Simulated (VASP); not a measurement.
Input of a VASP 6.6.1 run:

The input INCAR:

```
ALGO     = Normal         # electronic algorithm
EDIFF    = 1E-7           # SCF threshold, eV
EDIFFG   = -0.005         # ionic threshold
ENCUT    = 600            # plane-wave cutoff, eV
GGA      = CA             # functional
IBRION   = 2              # ionic algorithm
ISIF     = 4              # what is computed and relaxed
ISMEAR   = -1             # smearing method
LASPH    = True           # aspherical terms in the spheres
LCHARG   = False          # write CHGCAR
LREAL    = False          # projectors in reciprocal space
LWAVE    = False          # write WAVECAR
NELM     = 100            # most SCF steps
NSW      = 50             # ionic steps
PREC     = Accurate       # precision mode
SIGMA    = 0.1            # smearing width, eV
```

Contents of KPOINTS:

```
k-points
0
Gamma
  14 14 8
```

Contents of POSCAR:

```
Zr
1.0
    2.9172811205      0.0000000000      0.0000000000
   -1.4586405602      2.5264395603      0.0000000000
    0.0000000000      0.0000000000      4.7311142364
Zr
2
Direct
    0.3333333333      0.6666666667      0.2500000000
    0.6666666667      0.3333333333      0.7500000000
```

Potentials or basis: VASP PAW LDA potentials, release 64 (Zr_sv).

Command:

```sh
$ cat potpaw_LDA.64/Zr_sv/POTCAR > POTCAR
$ mpirun -np 1 vasp_std > vasp.out
```

Problem. Estimate the band gap on the k mesh.

Solution. Zero (bands 12 and 13 overlap by 1.29 eV).

Step by step:
| step | energy change (eV) | largest force (eV/Å) | pressure (GPa) | volume (Å³) |
| --- | --- | --- | --- | --- |
| 1 | 0.0000 | 0.0000 | 33.26 | 34.87 |
| 2 | -0.0208 | 0.0000 | 32.52 | 34.87 |
| 3 | -0.0272 | 0.0000 | 31.83 | 34.87 |
| 4 | -0.0273 | 0.0000 | 31.76 | 34.87 |
